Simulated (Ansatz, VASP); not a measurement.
One calculation of C, two programs

```
CELL_PARAMETERS angstrom
2.46650 0.00000 0.00000
-1.23325 2.13605 0.00000
0.00000 0.00000 4.42892
ATOMIC_POSITIONS crystal
C 0.66667 0.33333 0.50000
C 0.33333 0.66667 0.50000
```

Alike in both runs: functional PBE; k mesh 24 × 24 × 14; occupations gaussian, width 0.1 eV; no spin polarisation.

Ansatz relaxed the structure, and its values are those at the end. VASP's run is a single point on that final structure, the one shown.

```csv
,VASP,Ansatz
version,VASP 6.6.1,Ansatz 0.2.0
potentials or method,"VASP PAW PBE potentials, release 64 (C), cutoff 520 eV","scalar-relativistic, plane waves, PAW"
valence electrons in the cell,8,8
```

VASP gave:

| Quantity | Value |
| --- | --- |
| gap on the k mesh at the Fermi level (eV) | none |
| pressure (GPa) | 0.3 |

Q: Estimate Ansatz's values.

A: gap on the k mesh at the Fermi level (eV): none; pressure (GPa): 0.0.

A gap of «none» marks a metal or a gap that the smearing closes. With one functional, cell and mesh, what is left measures potentials, basis and numerics.
